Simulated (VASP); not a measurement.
# AlRu (Pm-3m) in VASP: a series of runs, part 2 of 2

VASP 6.6.1. The steps go on from the part before.

### 3 Single point, LDA

This run uses another cell than the first one, of 12.88 Å³/atom, 0.971 times its volume.

INCAR

```
SYSTEM = AlRu
ALGO     = Normal         ! electronic algorithm
EDIFF    = 1E-6           ! SCF threshold, eV
ENCUT    = 520            ! plane-wave cutoff, eV
ISIF     = 2              ! what is computed and relaxed
ISMEAR   = -1             ! smearing method
LASPH    = .TRUE.         ! aspherical terms in the spheres
LCHARG   = .TRUE.         ! write CHGCAR
LELF     = .TRUE.         ! ELF
LREAL    = .FALSE.        ! projectors in reciprocal space
LVHAR    = .TRUE.       
LWAVE    = .FALSE.        ! write WAVECAR
NBANDS   = 16             ! bands
NELM     = 80             ! most SCF steps
PREC     = Accurate       ! precision mode
SIGMA    = 0.05           ! smearing width, eV
```

KPOINTS

```
k-points
0
G
  9 9 9
  0 0 0
```

POSCAR

```
AlRu
1.0
    2.9536894821      0.0000000000      0.0000000000
    0.0000000000      2.9536894821      0.0000000000
    0.0000000000      0.0000000000      2.9536894821
Ru Al
1 1
Direct
    0.5000000000      0.5000000000      0.5000000000
    0.0000000000      0.0000000000      0.0000000000
```

Potentials or basis: VASP PAW LDA potentials, release 64 (Ru_pv, Al).

On the command line:

```sh
> cat potpaw_LDA.64/Ru_pv/POTCAR potpaw_LDA.64/Al/POTCAR > POTCAR
> mpirun -np 1 vasp_std > vasp.out
```

OUTCAR:

```text
SYSTEM = AlRu
   EDIFF = 1E-6
   ENCUT = 520
   ISIF = 2
   ISMEAR = -1
   LASPH = .TRUE.
   LREAL = .FALSE.
   NELM = 80
   PREC = Accurate

 ion  position               nearest neighbor table
   1  0.500  0.500  0.500-   2 2.56   2 2.56   2 2.56   2 2.56   2 2.56   2 2.56   2 2.56   2 2.56

   2  0.000  0.000  0.000-   1 2.56   1 2.56   1 2.56   1 2.56   1 2.56   1 2.56   1 2.56   1 2.56

  LATTYP: Found a simple cubic cell.
 ALAT       =     2.9536894821

  Lattice vectors:

 A1 = (   2.9536894821,   0.0000000000,   0.0000000000)
 A2 = (   0.0000000000,   2.9536894821,   0.0000000000)
 A3 = (   0.0000000000,   0.0000000000,   2.9536894821)

Analysis of symmetry for initial positions (statically):
=====================================================================
 Subroutine PRICEL returns:
 Original cell was already a primitive cell.

 Routine SETGRP: Setting up the symmetry group for a
 simple cubic supercell.

 Subroutine GETGRP returns: Found 48 space group operations
[... 9 lines left out ...]

 Routine SETGRP: Setting up the symmetry group for a
 simple cubic supercell.

[... 146 lines left out ...]
  ext. energy  EPLUGINS =         0.00000000
  ---------------------------------------------------
  free energy    TOTEN  =       -16.18812869 eV

  energy without entropy =      -16.17385550  energy(sigma->0) =      -16.18099210

 E-fermi :  10.9846     XC(G=0): -12.9923

 val. band max:       10.9835750819   @ k =   0.4444   0.1111   0.1111
 cond. band min:      11.0561159064   @ k =   0.1111   0.1111   0.0000
 fundamental gap:      0.0725408246
 Fermi energy:        10.9845833978

 k-point     1 :       0.0000    0.0000    0.0000
  band No.  band energies     occupation
      1     -30.5417      2.00000
      2     -30.5417      2.00000
      3     -30.5417      2.00000
      4       1.1816      2.00000
      5       7.2547      2.00000
      6       7.2547      2.00000
[... 433 lines left out ...]
      3     -30.5326      2.00000
      4       5.0526      2.00000
      5       7.1552      2.00000
      6       8.4384      2.00000
[... 8 lines left out ...]
     15      24.4233      0.00000
     16      24.8629      0.00000

 [... further k-points ...]
[... 5 lines left out ...]
  --------------------------------------------------------------------------------------
  -------------------------------------------------------------------------------------
  Total        0.0873130      0.0873130      0.0873130      0.0000000      0.0000000     -0.0000000
  in kB        5.4286862      5.4286862      5.4286862      0.0000000      0.0000000     -0.0000000
  external PRESSURE =       5.4286862 kB  Pullay stress =       0.0000000 kB

 VOLUME and BASIS-vectors are now :
 -----------------------------------------------------------------------------
  energy-cutoff  :      520.00
  volume of cell :       25.77
      direct lattice vectors                 reciprocal lattice vectors
     2.953689482  0.000000000  0.000000000     0.338559624  0.000000000  0.000000000
     0.000000000  2.953689482  0.000000000     0.000000000  0.338559624  0.000000000
     0.000000000  0.000000000  2.953689482     0.000000000  0.000000000  0.338559624

 POSITION                                       TOTAL-FORCE (eV/Angst)
 -----------------------------------------------------------------------------------
      1.47684      1.47684      1.47684         0.000000      0.000000      0.000000
      0.00000      0.00000      0.00000         0.000000      0.000000      0.000000
 -----------------------------------------------------------------------------------
    total drift:                                0.000000     -0.000000     -0.000000

  FREE ENERGIE OF THE ION-ELECTRON SYSTEM (eV)
  ---------------------------------------------------
  free  energy   TOTEN  =       -16.1881286937 eV

  energy  without entropy=      -16.1738555028  energy(sigma->0) =      -16.18099210
```

Run time: 4.9 s. Hardware: 1 thread of Intel Xeon 6975P-C (Granite Rapids), shared host; peak memory 0.13 GiB.

What came out:

| Item | Value |
| --- | --- |
| Free energy | -16.1881 eV |
| Pressure | 0.5 GPa |

### 4 Relaxation of cell and atoms, LDA

This run uses another cell than the first one, of 13.39 Å³/atom, 1.009 times its volume.

INCAR

```
ALGO = Normal
EDIFF = 1E-6
EDIFFG = -0.01
ENCUT = 600
IBRION = 2
ISIF = 3
ISMEAR = -1
LASPH = T
LCHARG = F
LREAL = F
LWAVE = F
NELM = 80
NSW = 60
PREC = Accurate
SIGMA = 0.05
```

KPOINTS

```
k-points
0
Gamma
  9 9 9
```

POSCAR

```
AlRu
1.0
    2.9916000000      0.0000000000      0.0000000000
    0.0000000000      2.9916000000      0.0000000000
    0.0000000000      0.0000000000      2.9916000000
Ru Al
1 1
Direct
    0.5000000000      0.5000000000      0.5000000000
    0.0000000000      0.0000000000      0.0000000000
```

On the command line:

```sh
> cat potpaw_LDA.64/Ru_pv/POTCAR potpaw_LDA.64/Al/POTCAR > POTCAR
> mpirun -np 1 vasp_std > vasp.out
```

It took 9.6 s on 1 thread of Intel Xeon 6975P-C (Granite Rapids), shared host; peak memory 0.14 GiB.

Results (log left out):

```yaml
Free_energy: -16.1888 eV
Relaxed_volume: 12.91 Å³/atom
Relaxed_cell: a = 2.956 Å, b = 2.956 Å, c = 2.956 Å, α = 90.00°, β = 90.00°, γ = 90.00°
Space_group_after_relaxing_to_0.05_Å: Pm-3m (No. 221)
Energy_gained_by_relaxing: 11.7 meV/atom
Ionic_steps: 4
Pressure_after_relaxing: 0.0 GPa
```

Step by step:
```tsv
step	energy change (eV)	largest force (eV/Å)	pressure (GPa)	volume (Å³)
1	0.0000	0.0000	-7.69	26.77
2	0.0443	0.0000	15.55	24.36
3	-0.0234	0.0000	-0.14	25.85
4	-0.0234	0.0000	0.00	25.83
```

Final structure:
```
CELL_PARAMETERS angstrom
2.95598 0.00000 0.00000
0.00000 2.95598 0.00000
0.00000 0.00000 2.95598
ATOMIC_POSITIONS crystal
Ru 0.50000 0.50000 0.50000
Al 0.00000 0.00000 0.00000
```

Levels at points of the mesh, in eV from the Fermi level:
| k point | band 6 | band 7 | band 8 | band 9 | band 10 | band 11 | band 12 |
| --- | --- | --- | --- | --- | --- | --- | --- |
| (0.00, 0.00, 0.00) | -3.72 | 0.26 | 0.26 | 0.26 | 6.28 | 6.28 | 6.28 |

LDA usually gives volumes a few per cent too small. Zero-point motion and thermal expansion aren't in these numbers.

### 5 Relaxation of cell and atoms, r2SCAN

This run uses another cell than the first one, of 13.39 Å³/atom, 1.009 times its volume.

POSCAR is that of step 4.

INCAR.step1

```
SYSTEM = AlRu
  PREC = Accurate
  ENCUT = 600
  ISMEAR = -1
  SIGMA = 0.05
  LREAL = .False.
  LASPH = .True.
  NELM = 60
  GGA = PE
  ALGO = Normal
  EDIFF = 1E-4
  LWAVE = .True.
  LCHARG = .False.
```

INCAR.step2

```
SYSTEM = AlRu
  PREC = Accurate
  ENCUT = 600
  EDIFF = 1E-6
  ISMEAR = -1
  SIGMA = 0.05
  LREAL = .False.
  LASPH = .True.
  NELM = 60
  ALGO = Normal
  ISIF = 3
  LWAVE = .False.
  LCHARG = .False.
  METAGGA = R2SCAN
  LMIXTAU = .True.
  IBRION = 2
  NSW = 60
  EDIFFG = -0.01
  ISTART = 1
```

KPOINTS

```
regular mesh
0
Gamma
  9 9 9
  0 0 0
```

Potentials or basis: VASP PAW PBE potentials, release 64 (Ru_pv, Al).

On the command line:

```sh
> cat potpaw_PBE.64/Ru_pv/POTCAR potpaw_PBE.64/Al/POTCAR > POTCAR
> cp INCAR.step1 INCAR
> mpirun -np 1 vasp_std > vasp.out
> cp INCAR.step2 INCAR
> mpirun -np 1 vasp_std > vasp.out
```

Run time: 38 s. Hardware: 1 thread of Intel Xeon 6975P-C (Granite Rapids), shared host; peak memory 0.15 GiB.

The run converged. Its results:

```
Free energy                            : -33.6071 eV
Relaxed volume                         : 13.27 Å³/atom
Relaxed cell                           : a = 2.983 Å, b = 2.983 Å, c = 2.983 Å, α = 90.00°, β = 90.00°, γ = 90.00°
Space group after relaxing (to 0.05 Å) : Pm-3m (No. 221)
Energy gained by relaxing              : 0.7 meV/atom
Ionic steps                            : 3
Pressure after relaxing                : 0.0 GPa
```

Step by step:
```tsv
step	energy change (eV)	largest force (eV/Å)	pressure (GPa)	volume (Å³)
1	0.0000	0.0000	-1.92	26.77
2	0.0025	0.0000	3.33	26.16
3	-0.0014	0.0000	-0.01	26.54
```

Final structure:
```yaml
crystal:
  lattice:
    - [2.98294, 0.00000, 0.00000]
    - [0.00000, 2.98294, 0.00000]
    - [0.00000, 0.00000, 2.98294]
  atoms:
    - { symbol: Ru, position: [0.50000, 0.50000, 0.50000] }
    - { symbol: Al, position: [0.00000, 0.00000, 0.00000] }
```

Levels at points of the mesh, in eV from the Fermi level:
| k point | band 7 | band 8 | band 9 | band 10 | band 11 | band 12 |
| --- | --- | --- | --- | --- | --- | --- |
| (0.00, 0.00, 0.00) | 0.25 | 0.25 | 0.25 | 6.65 | 6.65 | 6.65 |

Caveat: the PAW data sets were made with another functional, which shifts forces and pressure a little.

### 6 Overview

```tsv
task	level	potentials or basis	cell	cutoff (eV)	gap on the mesh (eV)	pressure (GPa)	relaxed volume (Å³/atom)
single point	BLYP+D4	VASP PAW PBE potentials, release 64 (Ru_pv, Al)	a = 2.983 Å, 2 atoms	520	none	0.5	-
single point	LDA	VASP PAW LDA potentials, release 64 (Ru_pv, Al)	a = 2.954 Å, 2 atoms	520	none	0.5	-
relaxation of cell and atoms	LDA	VASP PAW LDA potentials, release 64 (Ru_pv, Al)	relaxed from a = 2.992 Å, 2 atoms	600	none	0.0	12.91
relaxation of cell and atoms	r2SCAN	VASP PAW PBE potentials, release 64 (Ru_pv, Al)	relaxed from a = 2.992 Å, 2 atoms	600	none	0.0	13.27
```

Alike in all rows: no spin polarisation; k mesh 9 × 9 × 9; smearing fermi-dirac 0.05 eV.

Caveats: the PAW data sets were made with another functional, which shifts forces and pressure a little (some runs); pairwise dispersion overbinds metals, which lowers pressure and volume (some runs).

Total energies depend on the potentials used, so only differences within one code and one set of settings carry meaning.
